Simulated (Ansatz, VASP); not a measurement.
# Cd4Se3 in VASP and in Ansatz

```
CELL_PARAMETERS angstrom
3.71731 -6.13768 0.00000
3.71731 6.13768 0.00000
0.00000 0.00000 4.03700
ATOMIC_POSITIONS crystal
Cd 0.30170 0.30170 0.50000
Cd 0.69830 0.69830 0.50000
Cd 0.77973 0.22027 0.00000
Cd 0.22027 0.77973 0.00000
Se 0.50000 0.00000 0.50000
Se 0.00000 0.50000 0.50000
Se 0.00000 0.00000 0.00000
```

Change from the starting cell: species swapped into the Zr3S4 type (Cmmm, No. 65).

Alike in both runs: functional PBE; k mesh 3 × 3 × 4; occupations gaussian, width 0.2 eV; no spin polarisation.

Ansatz relaxed the structure, and its values are those at the end. VASP's run is a single point on that final structure, the one shown.

```csv
,VASP,Ansatz
version,VASP 6.6.1,Ansatz 0.2.0
potentials or method,"VASP PAW PBE potentials, release 64 (Cd, Se), cutoff 520 eV","scalar-relativistic, plane waves, PAW"
valence electrons in the cell,66,128
```

|  | VASP | Ansatz | Ansatz less VASP |
| --- | --- | --- | --- |
| gap on the k mesh at the Fermi level (eV) | none | none | - |
| pressure (GPa) | 0.6 | 0.3 | -0.27 |
| rms of the force components (eV/Å) | 0.011 | 0.011 | -0.0001 |

A gap of «none» marks a metal or a gap that the smearing closes. With one functional, cell and mesh, what is left measures potentials, basis and numerics. VASP's potentials hold 66 valence electrons a cell and Ansatz's 128, so a difference there can come from the potentials and not from the codes.

The k mesh is coarse, so the values compare programs but aren't converged.
